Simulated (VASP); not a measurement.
# Al (Pm-3m) in VASP: single point with LDA

Aim: the single point of Al with LDA.

All numbers are computed with VASP 6.6.1; they aren't measurements. Logs are shortened: lines on timing, memory, paths and dates and some standing lists are left out, and cuts for length are marked.

## (1) The cell of the first run

It takes space group Pm-3m (No. 221, cubic). Conventional cell: a = 4.432 Å, b = 4.432 Å, c = 4.432 Å, α = 90.00°, β = 90.00°, γ = 90.00°. Al (site symmetry m-3m) has 6 Al at 4.43 Å within 5.8 Å.

## (2) Single point, LDA

The input, INCAR:

```
SYSTEM = Al
  PREC = Accurate
  ENCUT = 520
  EDIFF = 1E-7
  ISMEAR = -1
  SIGMA = 0.1
  LREAL = .False.
  LASPH = .True.
  NELM = 60
  ALGO = Normal
  ISIF = 2
  LWAVE = .False.
  LCHARG = .True.
  GGA = CA
  LELF = .True.
  LVHAR = .True.
  NBANDS = 8
```

The input, KPOINTS:

```
regular mesh
0
Gamma
  5 5 5
  0 0 0
```

The input, POSCAR:

```
Al
1.0
    4.4319880000      0.0000000000      0.0000000000
    0.0000000000      4.4319880000      0.0000000000
    0.0000000000      0.0000000000      4.4319880000
Al
1
Direct
    0.0000000000      0.0000000000      0.0000000000
```

Potentials or basis: VASP PAW LDA potentials, release 64 (Al).

Launch:

```
$ cat potpaw_LDA.64/Al/POTCAR > POTCAR
$ mpirun -np 1 vasp_std > vasp.out
```

OUTCAR:

```text
SYSTEM = Al
   PREC = Accurate
   ENCUT = 520
   EDIFF = 1E-7
   ISMEAR = -1
   LREAL = .False.
   LASPH = .True.
   NELM = 60
   ISIF = 2
   GGA = CA

 ion  position               nearest neighbor table
   1  0.000  0.000  0.000-

  LATTYP: Found a simple cubic cell.
 ALAT       =     4.4319880000

  Lattice vectors:

 A1 = (   4.4319880000,   0.0000000000,   0.0000000000)
 A2 = (   0.0000000000,   4.4319880000,   0.0000000000)
 A3 = (   0.0000000000,   0.0000000000,   4.4319880000)

Analysis of symmetry for initial positions (statically):
=====================================================================
 Subroutine PRICEL returns:
 Original cell was already a primitive cell.

 Routine SETGRP: Setting up the symmetry group for a
 simple cubic supercell.

 Subroutine GETGRP returns: Found 48 space group operations
 (whereof 48 operations were pure point group operations)
 out of a pool of 48 trial point group operations.

The static configuration has the point symmetry O_h .

Analysis of symmetry for dynamics (positions and initial velocities):
=====================================================================
 Subroutine PRICEL returns:
 Original cell was already a primitive cell.

 Routine SETGRP: Setting up the symmetry group for a
 simple cubic supercell.

 Subroutine GETGRP returns: Found 48 space group operations
 (whereof 48 operations were pure point group operations)
 out of a pool of 48 trial point group operations.

The dynamic configuration has the point symmetry O_h .

 Subroutine INISYM returns: Found 48 space group operations
 (whereof 48 operations are pure point group operations),
 and found     1 'primitive' translations

----------------------------------------------------------------------------------------

                                     Primitive cell

  volume of cell :      87.0554

  direct lattice vectors                    reciprocal lattice vectors
     4.431988000  0.000000000  0.000000000     0.225632380  0.000000000  0.000000000
     0.000000000  4.431988000  0.000000000     0.000000000  0.225632380  0.000000000
     0.000000000  0.000000000  4.431988000     0.000000000  0.000000000  0.225632380

  length of vectors
     4.431988000  4.431988000  4.431988000     0.225632380  0.225632380  0.225632380

  position of ions in fractional coordinates (direct lattice)
     0.000000000  0.000000000  0.000000000

  ion indices of the primitive-cell ions
   primitive index   ion index
                 1           1

----------------------------------------------------------------------------------------

 KPOINTS: regular mesh

Automatic generation of k-mesh.
 Grid dimensions read from file:
 generate k-points for:    5    5    5

 Generating k-lattice:

  Cartesian coordinates                     Fractional coordinates (reciprocal lattice)
     0.045126476  0.000000000  0.000000000     0.200000000  0.000000000  0.000000000
     0.000000000  0.045126476  0.000000000     0.000000000  0.200000000  0.000000000
     0.000000000  0.000000000  0.045126476     0.000000000  0.000000000  0.200000000

  Length of vectors
     0.045126476  0.045126476  0.045126476

  Shift w.r.t. Gamma in fractional coordinates (k-lattice)
     0.000000000  0.000000000  0.000000000

 Subroutine IBZKPT returns following result:
 ===========================================

 Found     10 irreducible k-points:

 Following reciprocal coordinates:
            Coordinates               Weight
  0.000000  0.000000  0.000000      1.000000
  0.200000  0.000000  0.000000      6.000000
  0.400000  0.000000  0.000000      6.000000
  0.200000  0.200000  0.000000     12.000000
  0.400000  0.200000  0.000000     24.000000
  0.400000  0.400000  0.000000     12.000000
  0.200000  0.200000  0.200000      8.000000
  0.400000  0.200000  0.200000     24.000000
  0.400000  0.400000  0.200000     24.000000
  0.400000  0.400000  0.400000      8.000000
   k-points           NKPTS =     10   k-points in BZ     NKDIM =     10   number of bands    NBANDS=      8
   number of dos      NEDOS =    301   number of ions     NIONS =      1
   total plane-waves  NPLWV =  46656
   dimension x,y,z NGX =    36 NGY =   36 NGZ =   36
   dimension x,y,z NGXF=    72 NGYF=   72 NGZF=   72
   ions per type =               1
   NGX,Y,Z   is equivalent  to a cutoff of  13.50, 13.50, 13.50 a.u.
   NGXF,Y,Z  is equivalent  to a cutoff of  27.01, 27.01, 27.01 a.u.
 SYSTEM =  Al
   PREC   = accura    normal or accurate (medium, high low for compatibility)
   ISTART =      0    job   : 0-new  1-cont  2-samecut
   ICHARG =      2    charge: 1-file 2-atom 10-const
   ISPIN  =      1    spin polarized calculation?
   LNONCOLLINEAR =      F non collinear calculations
   LSORBIT =      F    spin-orbit coupling
   LASPH  =      T    aspherical Exc in radial PAW
   ENCUT  =  520.0 eV  38.22 Ry    6.18 a.u.   8.24  8.24  8.24*2*pi/ulx,y,z
   NELM   =     60;   NELMIN=  2; NELMDL= -5     # of ELM steps
   EDIFF  = 0.1E-06   stopping-criterion for ELM
   LREAL  =      F    real-space projection
   EDIFFG = 0.1E-05   stopping-criterion for IOM
   NSW    =      0    number of steps for IOM
   IBRION =     -1    ionic relax: 0-MD 1-quasi-New 2-CG
   NFREE  =      0    steps in history (QN), initial steepest desc. (CG)
   ISIF   =      2    stress and relaxation
   ISYM   =      2    0-nonsym 1-usesym 2-fastsym
   POTIM  = 0.5000    time-step for ionic-motion
   TEBEG  =    0.0;   TEEND  =   0.0 temperature during run
   PSTRESS=    0.0 pullay stress
   NELECT =       3.0000    total number of electrons
   NUPDOWN=      -1.0000    fix difference up-down
   EMIN   =  10.00;   EMAX   =-10.00  energy-range for DOS
   EFERMI =   0.00;   METHOD = LEGACY
   ISMEAR =    -1;   SIGMA  =   0.10  broadening in eV -4-tet -1-fermi 0-gaus
   EFERMI_NEDOS =   21; number of points for ismear=-14 and -15
   IALGO  =     38    algorithm
   IMIX   =      4    mixing-type and parameters
     AMIX     =   0.40;   BMIX     =  1.00
     AMIX_MAG =   1.60;   BMIX_MAG =  1.00
  volume/ion in A,a.u.               =      87.06       587.48
  Fermi-wavevector in a.u.,A,eV,Ry     =   0.532742  1.006736  3.861520  0.283814
  Thomas-Fermi vector in A             =   1.556368
   LORBIT       =      0    0 simple, 1 ext, 2 COOP (PROOUT), +10 PAW based schemes
   GGA     = CA    functional components
   LHFCALC =     F    Hartree Fock is set to
   AEXX    =    0.0000 exact exchange contribution
   IVDW    =     0    specifies the selected vdW correction
   LEPSILON=     F    determine dielectric tensor
   LRPA    =     F    only Hartree local field effects (RPA)
 non-spin polarized calculation
  energy-cutoff  :      520.00
  volume of cell :       87.06
 maximum number of plane-waves:      2356
 NGX is ok and might be reduce to    36
   NGX = 17   NGY = 17   NGZ = 17

 number of electron       3.0000000 magnetization

 Free energy of the ion-electron system (eV)
  ---------------------------------------------------
  ext. energy  EPLUGINS =         0.00000000
  ---------------------------------------------------
  free energy    TOTEN  =        -1.37077131 eV

  energy without entropy =       -1.30324598  energy(sigma->0) =       -1.33700864

 E-fermi :  -1.1928     XC(G=0):  -5.2530

 val. band max:       -1.3695532678   @ k =   0.4000   0.2000   0.2000
 cond. band min:      -1.1629925138   @ k =   0.4000   0.4000   0.0000
 fundamental gap:      0.2065607540
 Fermi energy:        -1.1928015254

 k-point     1 :       0.0000    0.0000    0.0000
  band No.  band energies     occupation
      1      -6.2368      2.00000
      2       1.0226      0.00000
      3       1.0226      0.00000
      4       1.0226      0.00000
      5       2.7574      0.00000
      6       3.8429      0.00000
      7       3.8429      0.00000
      8       9.1599      0.00000

 k-point     2 :       0.2000    0.0000    0.0000
  band No.  band energies     occupation
      1      -6.0580      2.00000
      2      -0.3973      0.00070
      3       1.1578      0.00000
      4       1.1578      0.00000
      5       3.3150      0.00000
      6       4.0646      0.00000
      7       5.3478      0.00000
      8       7.5244      0.00000

 k-point     3 :       0.4000    0.0000    0.0000
  band No.  band energies     occupation
      1      -5.6922      2.00000
      2      -1.7656      1.99351
      3       1.4153      0.00000
      4       1.4153      0.00000
      5       4.0997      0.00000
      6       4.5581      0.00000
      7       5.6935      0.00000
      8       6.2561      0.00000

 k-point     4 :       0.2000    0.2000    0.0000
  band No.  band energies     occupation
      1      -5.8815      2.00000
      2      -0.3058      0.00028
      3      -0.1161      0.00004
      4       1.2888      0.00000
      5       3.8265      0.00000
      6       4.8911      0.00000
      7       5.8094      0.00000
      8       6.3039      0.00000

 k-point     5 :       0.4000    0.2000    0.0000
  band No.  band energies     occupation
      1      -5.5222      2.00000
      2      -1.5653      1.95290
      3       0.1671      0.00000
      4       1.5365      0.00000
      5       3.8051      0.00000
      6       4.6246      0.00000
      7       6.1699      0.00000
      8       6.4673      0.00000

 k-point     6 :       0.4000    0.4000    0.0000
  band No.  band energies     occupation
      1      -5.1798      2.00000
      2      -1.1630      0.85205
      3      -1.0996      0.56503
      4       1.7626      0.00000
      5       2.3555      0.00000
      6       5.1790      0.00000
      7       6.8795      0.00000
      8       7.0211      0.00000

 k-point     7 :       0.2000    0.2000    0.2000
  band No.  band energies     occupation
      1      -5.7074      2.00000
      2      -0.1961      0.00009
      3       0.0498      0.00001
      4       0.0498      0.00001
      5       4.4310      0.00000
      6       5.6916      0.00000
      7       5.6916      0.00000
      8       6.4539      0.00000

 k-point     8 :       0.4000    0.2000    0.2000
  band No.  band energies     occupation
      1      -5.3541      2.00000
      2      -1.3696      1.70830
      3       0.2761      0.00000
      4       0.3821      0.00000
      5       3.7727      0.00000
      6       4.5736      0.00000
      7       5.7757      0.00000
      8       6.5002      0.00000

 k-point     9 :       0.4000    0.4000    0.2000
  band No.  band energies     occupation
      1      -5.0168      2.00000
      2      -0.9791      0.21119
      3      -0.9214      0.12433
      4       0.6499      0.00000
      5       2.6068      0.00000
      6       4.7204      0.00000
      7       4.9089      0.00000
      8       6.9914      0.00000

 k-point    10 :       0.4000    0.4000    0.4000
  band No.  band energies     occupation
      1      -4.6922      2.00000
      2      -0.6141      0.00611
      3      -0.5564      0.00344
      4      -0.5564      0.00344
      5       3.0685      0.00000
      6       3.4396      0.00000
      7       3.4396      0.00000
      8       5.8085      0.00000

------------------------ aborting loop because EDIFF is reached ----------------------------------------

  FORCE on cell =-STRESS in cart. coord.  units (eV):
  Direction    XX          YY          ZZ          XY          YZ          ZX
  --------------------------------------------------------------------------------------
  -------------------------------------------------------------------------------------
  Total       -1.4030632     -1.4030632     -1.4030632      0.0000000      0.0000000     -0.0000000
  in kB      -25.8221306    -25.8221306    -25.8221306      0.0000000      0.0000000     -0.0000000
  external PRESSURE =     -25.8221306 kB  Pullay stress =       0.0000000 kB

 VOLUME and BASIS-vectors are now :
 -----------------------------------------------------------------------------
  energy-cutoff  :      520.00
  volume of cell :       87.06
      direct lattice vectors                 reciprocal lattice vectors
     4.431988000  0.000000000  0.000000000     0.225632380  0.000000000  0.000000000
     0.000000000  4.431988000  0.000000000     0.000000000  0.225632380  0.000000000
     0.000000000  0.000000000  4.431988000     0.000000000  0.000000000  0.225632380

 POSITION                                       TOTAL-FORCE (eV/Angst)
 -----------------------------------------------------------------------------------
      0.00000      0.00000      0.00000         0.000000      0.000000      0.000000
 -----------------------------------------------------------------------------------
    total drift:                                0.000000      0.000000     -0.000000

  FREE ENERGIE OF THE ION-ELECTRON SYSTEM (eV)
  ---------------------------------------------------
  free  energy   TOTEN  =        -1.3707713056 eV

  energy  without entropy=       -1.3032459830  energy(sigma->0) =       -1.33700864
```

Wall time 11 s (1 thread of Intel Xeon 8259CL, shared host); peak memory 0.16 GiB.

What came out:

```yaml
Free_energy: -1.3708 eV
Pressure: -2.6 GPa
```
